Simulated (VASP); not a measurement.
# BeTe (e600) (F-43m) in VASP: further runs

BeTe (e600) is run at these levels: PBEsol; tasks: single point.

Everything below comes from runs of VASP 6.6.1. Logs are shortened: lines on timing, memory, paths and dates and some standing lists are left out, and cuts for length are marked.

## Step 1: The cell of the first run

It takes space group F-43m (No. 216, cubic). Conventional cell: a = 5.605 Å, b = 5.605 Å, c = 5.605 Å, α = 90.00°, β = 90.00°, γ = 90.00°. Within 3.2 Å of Be (site symmetry -43m) lie 4 Te at 2.43 Å. Te (site symmetry -43m) has 4 Be at 2.43 Å within 3.2 Å.

## Step 2: Single point, PBEsol

Contents of INCAR:

```
PREC = Accurate
ENCUT = 600
EDIFF = 1E-6
ISMEAR = 0
SIGMA = 0.02
LREAL = F
LASPH = T
NELM = 120
ALGO = Normal
ISIF = 2
LWAVE = F
LCHARG = F
GGA = PS
NBANDS = 11
GGA_COMPAT = F
```

Contents of KPOINTS:

```
Automatic mesh
0
Gamma
  8 8 8
```

Contents of POSCAR:

```
BeTe
1.0
    0.0000000000      2.8025277263      2.8025277263
    2.8025277263      0.0000000000      2.8025277263
    2.8025277263      2.8025277263      0.0000000000
Be Te
1 1
Direct
    0.0000000000      0.0000000000      0.0000000000
    0.2500000000      0.2500000000      0.2500000000
```

Potentials or basis: VASP PAW PBE potentials, release 64 (Be, Te).

Command:

```bash
cat potpaw_PBE.64/Be/POTCAR potpaw_PBE.64/Te/POTCAR > POTCAR
mpirun -np 1 vasp_std > vasp.out
```

OUTCAR:

```text
PREC = Accurate
   ENCUT = 600
   EDIFF = 1E-6
   ISMEAR = 0
   LREAL = F
   LASPH = T
   NELM = 120
   ISIF = 2
   GGA = PS

 ion  position               nearest neighbor table
   1  0.000  0.000  0.000-   2 2.43   2 2.43   2 2.43   2 2.43
   2  0.250  0.250  0.250-   1 2.43   1 2.43   1 2.43   1 2.43

  LATTYP: Found a face centered cubic cell.
 ALAT       =     5.6050554526

  Lattice vectors:

 A1 = (   0.0000000000,   2.8025277263,   2.8025277263)
 A2 = (   2.8025277263,   0.0000000000,   2.8025277263)
 A3 = (   2.8025277263,   2.8025277263,   0.0000000000)

Analysis of symmetry for initial positions (statically):
=====================================================================
 Subroutine PRICEL returns:
 Original cell was already a primitive cell.

 Routine SETGRP: Setting up the symmetry group for a
 face centered cubic supercell.

 Subroutine GETGRP returns: Found 24 space group operations
 (whereof 24 operations were pure point group operations)
 out of a pool of 48 trial point group operations.

The static configuration has the point symmetry T_d .

Analysis of symmetry for dynamics (positions and initial velocities):
=====================================================================
 Subroutine PRICEL returns:
 Original cell was already a primitive cell.

 Routine SETGRP: Setting up the symmetry group for a
 face centered cubic supercell.

 Subroutine GETGRP returns: Found 24 space group operations
 (whereof 24 operations were pure point group operations)
 out of a pool of 48 trial point group operations.

The dynamic configuration has the point symmetry T_d .

 Subroutine INISYM returns: Found 24 space group operations
 (whereof 24 operations are pure point group operations),
 and found     1 'primitive' translations

----------------------------------------------------------------------------------------

                                     Primitive cell

  volume of cell :      44.0230

  direct lattice vectors                    reciprocal lattice vectors
     0.000000000  2.802527726  2.802527726    -0.178410367  0.178410367  0.178410367
     2.802527726  0.000000000  2.802527726     0.178410367 -0.178410367  0.178410367
     2.802527726  2.802527726  0.000000000     0.178410367  0.178410367 -0.178410367

  length of vectors
     3.963372719  3.963372719  3.963372719     0.309015820  0.309015820  0.309015820

  position of ions in fractional coordinates (direct lattice)
     0.000000000  0.000000000  0.000000000
     0.250000000  0.250000000  0.250000000

  ion indices of the primitive-cell ions
   primitive index   ion index
                 1           1
                 2           2

----------------------------------------------------------------------------------------

 KPOINTS: Automatic mesh

Automatic generation of k-mesh.
 Grid dimensions read from file:
 generate k-points for:    8    8    8

 Generating k-lattice:

  Cartesian coordinates                     Fractional coordinates (reciprocal lattice)
    -0.022301296  0.022301296  0.022301296     0.125000000  0.000000000  0.000000000
     0.022301296 -0.022301296  0.022301296     0.000000000  0.125000000  0.000000000
     0.022301296  0.022301296 -0.022301296     0.000000000  0.000000000  0.125000000

  Length of vectors
     0.038626978  0.038626978  0.038626978

  Shift w.r.t. Gamma in fractional coordinates (k-lattice)
     0.000000000  0.000000000  0.000000000

 Subroutine IBZKPT returns following result:
 ===========================================

 Found     29 irreducible k-points:

 Following reciprocal coordinates:
            Coordinates               Weight
  0.000000  0.000000  0.000000      1.000000
  0.125000  0.000000  0.000000      8.000000
  0.250000  0.000000  0.000000      8.000000
  0.375000  0.000000  0.000000      8.000000
  0.500000  0.000000  0.000000      4.000000
  0.125000  0.125000  0.000000      6.000000
[... 16 lines left out ...]
  0.500000  0.250000  0.125000     48.000000
 -0.375000  0.250000  0.125000     24.000000
 [... further k-points ...]
   k-points           NKPTS =     29   k-points in BZ     NKDIM =     29   number of bands    NBANDS=     11
   number of dos      NEDOS =    301   number of ions     NIONS =      2
   total plane-waves  NPLWV =  32768
   dimension x,y,z NGX =    32 NGY =   32 NGZ =   32
   dimension x,y,z NGXF=    64 NGYF=   64 NGZF=   64
   ions per type =               1   1
   NGX,Y,Z   is equivalent  to a cutoff of  13.42, 13.42, 13.42 a.u.
   NGXF,Y,Z  is equivalent  to a cutoff of  26.85, 26.85, 26.85 a.u.
 SYSTEM =  unknown system
   PREC   = accura    normal or accurate (medium, high low for compatibility)
   ISTART =      0    job   : 0-new  1-cont  2-samecut
   ICHARG =      2    charge: 1-file 2-atom 10-const
   ISPIN  =      1    spin polarized calculation?
   LNONCOLLINEAR =      F non collinear calculations
   LSORBIT =      F    spin-orbit coupling
   LASPH  =      T    aspherical Exc in radial PAW
   ENCUT  =  600.0 eV  44.10 Ry    6.64 a.u.   7.92  7.92  7.92*2*pi/ulx,y,z
   NELM   =    120;   NELMIN=  2; NELMDL= -5     # of ELM steps
   EDIFF  = 0.1E-05   stopping-criterion for ELM
   LREAL  =      F    real-space projection
   EDIFFG = 0.1E-04   stopping-criterion for IOM
   NSW    =      0    number of steps for IOM
   IBRION =     -1    ionic relax: 0-MD 1-quasi-New 2-CG
   NFREE  =      0    steps in history (QN), initial steepest desc. (CG)
   ISIF   =      2    stress and relaxation
   ISYM   =      2    0-nonsym 1-usesym 2-fastsym
   POTIM  = 0.5000    time-step for ionic-motion
   TEBEG  =    0.0;   TEEND  =   0.0 temperature during run
   PSTRESS=    0.0 pullay stress
   NELECT =       8.0000    total number of electrons
   NUPDOWN=      -1.0000    fix difference up-down
   EMIN   =  10.00;   EMAX   =-10.00  energy-range for DOS
   EFERMI =   0.00;   METHOD = LEGACY
   ISMEAR =     0;   SIGMA  =   0.02  broadening in eV -4-tet -1-fermi 0-gaus
   EFERMI_NEDOS =   21; number of points for ismear=-14 and -15
   IALGO  =     38    algorithm
   IMIX   =      4    mixing-type and parameters
     AMIX     =   0.40;   BMIX     =  1.00
     AMIX_MAG =   1.60;   BMIX_MAG =  1.00
  volume/ion in A,a.u.               =      22.01       148.54
  Fermi-wavevector in a.u.,A,eV,Ry     =   0.927281  1.752308 11.698982  0.859851
  Thomas-Fermi vector in A             =   2.053334
   LORBIT       =      0    0 simple, 1 ext, 2 COOP (PROOUT), +10 PAW based schemes
   GGA     = PS    functional components
   LHFCALC =     F    Hartree Fock is set to
   AEXX    =    0.0000 exact exchange contribution
   IVDW    =     0    specifies the selected vdW correction
   LEPSILON=     F    determine dielectric tensor
   LRPA    =     F    only Hartree local field effects (RPA)
 non-spin polarized calculation
 Gauss-broadening in eV      SIGMA  =   0.02
  energy-cutoff  :      600.00
  volume of cell :       44.02
 maximum number of plane-waves:      1480
   NGX = 15   NGY = 15   NGZ = 15

 number of electron       8.0000000 magnetization

 Free energy of the ion-electron system (eV)
  ---------------------------------------------------
  ext. energy  EPLUGINS =         0.00000000
  ---------------------------------------------------
  free energy    TOTEN  =        -8.21585931 eV

  energy without entropy =       -8.21585931  energy(sigma->0) =       -8.21585931

 E-fermi :   5.3026     XC(G=0):  -9.2588

 val. band max:        5.1647824595   @ k =   0.0000   0.0000   0.0000
 cond. band min:       6.9826438337   @ k =   0.5000   0.5000   0.0000
 fundamental gap:      1.8178613742
 Fermi energy:         5.3025901914

 k-point     1 :       0.0000    0.0000    0.0000
  band No.  band energies     occupation
      1      -7.2636      2.00000
      2       5.1648      2.00000
      3       5.1648      2.00000
      4       5.1648      2.00000
      5       8.7520      0.00000
      6       8.7520      0.00000
      7       8.7520      0.00000
      8       9.0006      0.00000
      9      13.3770      0.00000
     10      15.4370      0.00000
     11      15.4370      0.00000

 k-point     2 :       0.1250    0.0000    0.0000
  band No.  band energies     occupation
      1      -7.1124      2.00000
      2       3.8170      2.00000
      3       4.9224      2.00000
      4       4.9224      2.00000
      5       8.6865      0.00000
      6       9.1033      0.00000
      7       9.1033      0.00000
      8      10.3084      0.00000
      9      13.7961      0.00000
     10      14.4430      0.00000
     11      14.4430      0.00000

 k-point     3 :       0.2500    0.0000    0.0000
  band No.  band energies     occupation
      1      -6.6943      2.00000
      2       1.7701      2.00000
      3       4.4733      2.00000
      4       4.4733      2.00000
      5       8.4679      0.00000
      6       9.6352      0.00000
      7       9.6352      0.00000
      8      12.2130      0.00000
      9      14.1000      0.00000
     10      14.1622      0.00000
     11      14.1622      0.00000

 k-point     4 :       0.3750    0.0000    0.0000
  band No.  band energies     occupation
      1      -6.1593      2.00000
      2       0.1507      2.00000
      3       4.1296      2.00000
      4       4.1296      2.00000
      5       8.2975      0.00000
      6       9.7531      0.00000
      7       9.7531      0.00000
      8      12.8918      0.00000
      9      14.9165      0.00000
     10      15.2353      0.00000
     11      15.2353      0.00000

 k-point     5 :       0.5000    0.0000    0.0000
  band No.  band energies     occupation
      1      -5.8780      2.00000
      2      -0.5031      2.00000
      3       4.0066      2.00000
      4       4.0066      2.00000
      5       8.2373      0.00000
      6       9.7148      0.00000
      7       9.7148      0.00000
      8      12.8250      0.00000
      9      16.0639      0.00000
     10      16.6830      0.00000
     11      16.6830      0.00000
[... 211 lines left out ...]
 k-point    21 :       0.5000    0.5000    0.0000
  band No.  band energies     occupation
      1      -5.3723      2.00000
      2      -0.0419      2.00000
      3       2.4522      2.00000
      4       2.4522      2.00000
      5       6.9826      0.00000
      6       7.7579      0.00000
      7      14.9624      0.00000
      8      14.9624      0.00000
      9      16.7587      0.00000
     10      18.2333      0.00000
     11      18.6038      0.00000

 k-point    22 :       0.3750    0.2500    0.1250
  band No.  band energies     occupation
      1      -6.3481      2.00000
      2       1.5242      2.00000
      3       2.8513      2.00000
      4       3.9054      2.00000
      5       8.7023      0.00000
      6      10.0457      0.00000
      7      10.4680      0.00000
      8      11.4735      0.00000
      9      14.2332      0.00000
     10      15.6715      0.00000
     11      16.3199      0.00000

 k-point    23 :       0.5000    0.2500    0.1250
  band No.  band energies     occupation
      1      -5.8722      2.00000
      2       0.4429      2.00000
      3       2.3073      2.00000
      4       3.4349      2.00000
      5       9.1461      0.00000
      6       9.8240      0.00000
      7      11.0604      0.00000
      8      12.0952      0.00000
      9      15.0044      0.00000
     10      15.4818      0.00000
     11      17.3893      0.00000

 k-point    24 :      -0.3750    0.2500    0.1250
  band No.  band energies     occupation
      1      -5.6306      2.00000
      2      -0.0671      2.00000
      3       2.1990      2.00000
      4       3.2047      2.00000
      5       9.3024      0.00000
      6       9.5182      0.00000
      7      11.8658      0.00000
      8      12.9267      0.00000
      9      13.6080      0.00000
     10      16.7231      0.00000
     11      17.0305      0.00000

 [... further k-points ...]
[... 5 lines left out ...]
  --------------------------------------------------------------------------------------
  -------------------------------------------------------------------------------------
  Total        0.0685003      0.0685003      0.0685003      0.0000000     -0.0000000     -0.0000000
  in kB        2.4930051      2.4930051      2.4930051      0.0000000     -0.0000000     -0.0000000
  external PRESSURE =       2.4930051 kB  Pullay stress =       0.0000000 kB

 VOLUME and BASIS-vectors are now :
 -----------------------------------------------------------------------------
  energy-cutoff  :      600.00
  volume of cell :       44.02
      direct lattice vectors                 reciprocal lattice vectors
     0.000000000  2.802527726  2.802527726    -0.178410367  0.178410367  0.178410367
     2.802527726  0.000000000  2.802527726     0.178410367 -0.178410367  0.178410367
     2.802527726  2.802527726  0.000000000     0.178410367  0.178410367 -0.178410367

 POSITION                                       TOTAL-FORCE (eV/Angst)
 -----------------------------------------------------------------------------------
      0.00000      0.00000      0.00000         0.000000      0.000000      0.000000
      1.40126      1.40126      1.40126        -0.000000     -0.000000     -0.000000
 -----------------------------------------------------------------------------------
    total drift:                                0.000000      0.000000      0.000000

  FREE ENERGIE OF THE ION-ELECTRON SYSTEM (eV)
  ---------------------------------------------------
  free  energy   TOTEN  =        -8.2158593064 eV

  energy  without entropy=       -8.2158593064  energy(sigma->0) =       -8.21585931
```

Wall time 25 s (1 thread of Intel Xeon 8259CL, shared host); peak memory 0.18 GiB.

What came out:

```yaml
Free_energy: -8.2159 eV
Pressure: 0.2 GPa
Band_gap_on_the_k_mesh: 1.82 eV, indirect (least direct gap 3.59 eV)
```

Caveat: the PAW data sets were made with another functional, which shifts forces and pressure a little; spin-orbit coupling is left out, which moves the levels of the heavy elements. A k mesh can miss the band edges.

## Step 3: Single point, PBEsol

Contents of INCAR:

```
SYSTEM = BeTe
ALGO = Normal
EDIFF = 1E-6
ENCUT = 600
GGA = PS
GGA_COMPAT = .FALSE.
ISIF = 2
ISMEAR = 0
LASPH = .TRUE.
LCHARG = .FALSE.
LREAL = .FALSE.
LWAVE = .FALSE.
NBANDS = 11
NELM = 120
PREC = Accurate
SIGMA = 0.01
```

Contents of KPOINTS:

```
k-points
0
G
  8 8 8
  0 0 0
```

POSCAR is that of step 2.

Potentials or basis: VASP PAW PBE potentials, release 64 (Be, Te).

Command:

```bash
cat potpaw_PBE.64/Be/POTCAR potpaw_PBE.64/Te/POTCAR > POTCAR
mpirun -np 1 vasp_std > vasp.out
```

It took 23 s on 1 thread of Intel Xeon 8259CL, shared host; peak memory 0.18 GiB.

Results (log left out):

```
Free energy            : -8.2159 eV
Pressure               : 0.2 GPa
Band gap on the k mesh : 1.82 eV, indirect (least direct gap 3.59 eV)
```

Levels at points of the mesh, in eV from the valence-band top:
| k point | band 2 | band 3 | band 4 | band 5 | band 6 | band 7 |
| --- | --- | --- | --- | --- | --- | --- |
| (0.00, 0.00, 0.00) | 0.00 | 0.00 | 0.00 | 3.59 | 3.59 | 3.59 |
| (0.50, 0.00, 0.00) | -5.67 | -1.16 | -1.16 | 3.07 | 4.55 | 4.55 |
| (0.50, 0.50, 0.00) | -5.21 | -2.71 | -2.71 | 1.82 | 2.59 | 9.80 |

Caveat: the PAW data sets were made with another functional, which shifts forces and pressure a little; spin-orbit coupling is left out, which moves the levels of the heavy elements. A k mesh can miss the band edges.

(Part 1 of 2 ends here.)
